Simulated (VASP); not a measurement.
Here is a VASP 6.6.1 calculation.

File INCAR:

```
SYSTEM = BeZn2Se3
PREC     = Accurate       ! precision mode
ENCUT    = 520            ! plane-wave cutoff, eV
EDIFF    = 1E-6           ! SCF threshold, eV
ISMEAR   = 0              ! smearing method
SIGMA    = 0.1            ! smearing width, eV
LREAL    = .FALSE.        ! projectors in reciprocal space
LASPH    = .TRUE.         ! aspherical terms in the spheres
NELM     = 60             ! most SCF steps
ALGO     = Normal         ! electronic algorithm
ISIF     = 2              ! what is computed and relaxed
LWAVE    = .FALSE.        ! write WAVECAR
LCHARG   = .FALSE.        ! write CHGCAR
GGA      = PE             ! functional
NBANDS   = 56             ! bands
```

KPOINTS

```
regular mesh
0
G
  3 3 4
  0 0 0
```

The input POSCAR:

```
BeZn2Se3
1.0
    6.7729402000      0.0000000000      0.0000000000
   -3.3864701000      5.8655383000      0.0000000000
    0.0000000000      0.0000000000      6.4466022000
Be Zn Se
2 4 6
Direct
    0.6666667000      0.3333333000      0.4996150000
    0.3333333000      0.6666667000      0.4996150000
    0.3415500000      0.3415500000      0.0033280000
    0.0000000000      0.6584500000      0.0033280000
    0.6584500000      0.0000000000      0.0033280000
    0.0000000000      0.0000000000      0.4994360000
    0.3578350000      0.3578350000      0.3867860000
    0.0000000000      0.6421650000      0.3867860000
    0.6421650000      0.0000000000      0.3867860000
    0.6666667000      0.3333333000      0.8488520000
    0.3333333000      0.6666667000      0.8488520000
    0.0000000000      0.0000000000      0.8832870000
```

Potentials or basis: VASP PAW PBE potentials, release 64 (Be, Zn, Se).

Command:

```sh
$ cat potpaw_PBE.64/Be/POTCAR potpaw_PBE.64/Zn/POTCAR potpaw_PBE.64/Se/POTCAR > POTCAR
$ mpirun -np 1 vasp_std > vasp.out
```

Q: What does it give for the band gap on the k mesh?

A: 1.86 eV.

Q: What does it give for the pressure?

A: 0.2 GPa.

Forces in eV/Å, atoms in the order of the input:
```
Be   0.000  0.000 -0.005
Be   0.000  0.000 -0.005
Zn   0.000  0.000  0.002
Zn   0.000  0.000  0.002
Zn   0.000  0.000  0.002
Zn   0.000  0.000 -0.002
Se   0.004  0.007  0.010
Se   0.004 -0.007  0.010
Se  -0.009  0.000  0.010
Se   0.000  0.000 -0.012
Se   0.000  0.000 -0.012
Se   0.000  0.000 -0.001
```
